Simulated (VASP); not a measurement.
Wanted: the native input for a VASP 6.6.1 run.

| Quantity | Value |
| --- | --- |
| Task | relaxation of cell and atoms |
| Functional | PBEsol |
| Potentials or basis | VASP PAW PBE potentials, release 64 (Os) |
| Cutoff | 600 eV |
| k mesh | 10 × 10 × 10 |
| Occupations | methfessel-paxton, width 0.05 eV |
| Spin | no spin polarisation |
| Target pressure | 20 GPa |
| Dipole correction | no |
| Further INCAR settings | ALGO = Normal; EDIFF = 1e-06; IBRION = 2; EDIFFG = -0.03; NSW = 80; ISIF = 3 |

The structure of Os lies in POSCAR:

```
Os
1.0
    1.5200000000      1.5200000000      1.5200000000
   -1.5200000000      1.5200000000      1.5200000000
   -1.5200000000     -1.5200000000      1.5200000000
Os
1
Direct
    0.0000000000      0.0000000000      0.0000000000
```

The input as run:

INCAR

```
  PREC = Accurate
  ENCUT = 600
  EDIFF = 1E-6
  ISMEAR = 1
  SIGMA = 0.05
  LREAL = F
  LASPH = T
  NELM = 80
  ALGO = Normal
  ISIF = 3
  LWAVE = F
  LCHARG = F
  GGA = PS
  IBRION = 2
  NSW = 80
  EDIFFG = -0.03
  PSTRESS = 200.0
```

KPOINTS

```
regular mesh
0
Gamma
  10 10 10
```

Potentials or basis: VASP PAW PBE potentials, release 64 (Os).

Run with:

```console
$ cat potpaw_PBE.64/Os/POTCAR > POTCAR
$ mpirun -np 1 vasp_std > vasp.out
```

It gave:

The relaxed volume is 13.74 Å³/atom and the relaxed cell is a = 2.613 Å, b = 2.613 Å, c = 2.613 Å, α = 70.53°, β = 109.47°, γ = 70.53°. The space group after relaxing (to 0.05 Å) is Im-3m (No. 229), the energy change on relaxing (the enthalpy is what falls) is +28.0 meV/atom and the ionic steps are 4. The pressure after relaxing is 19.9 GPa. The band gap on the k mesh is zero (band 4 reaches 12.53 eV, above the bottom of band 5 at 7.97 eV).

Caveat: the cell is relaxed towards a set pressure, so the enthalpy falls and the energy may rise; the PAW data sets were made with another functional, which shifts forces and pressure a little; spin-orbit coupling is left out, which moves the levels of the heavy elements.

Wall time 15 s on 1 thread of Intel(R) Xeon(R) Platinum 8259CL CPU @ 2.50GHz (Skylake/Cascade Lake), with other jobs on the host, peak memory 0.15 GiB.
